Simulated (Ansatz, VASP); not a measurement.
## Al in VASP and in Ansatz

```
Al
1.0
     2.82708    0.00000    0.00000
    -1.41354    2.44832    0.00000
     0.00000    0.00000    9.18599
Al
4
Direct
  0.00000 0.00000 0.00000
  0.33333 0.66667 0.25000
  0.00000 0.00000 0.50000
  0.66667 0.33333 0.75000
```

Alike in both runs: task single point; functional PBEsol; k mesh 9 × 9 × 3; no spin polarisation.

|  | VASP | Ansatz |
| --- | --- | --- |
| version | VASP 6.6.1 | Ansatz 0.2.0 |
| potentials or method | VASP PAW PBE potentials, release 64 (Al), cutoff 520 eV | plane waves, PAW |
| occupations | methfessel-paxton of order 1, width 0.1 eV | cold |
| valence electrons in the cell | 12 | 12 |

|  | VASP | Ansatz | Ansatz less VASP |
| --- | --- | --- | --- |
| pressure (GPa) | 1.6 | 1.5 | -0.07 |
| traceless stress, the component that is largest in VASP (GPa) | 2.52 | 2.85 | +0.332 |

VASP's potentials were made for PBE, not for PBEsol.
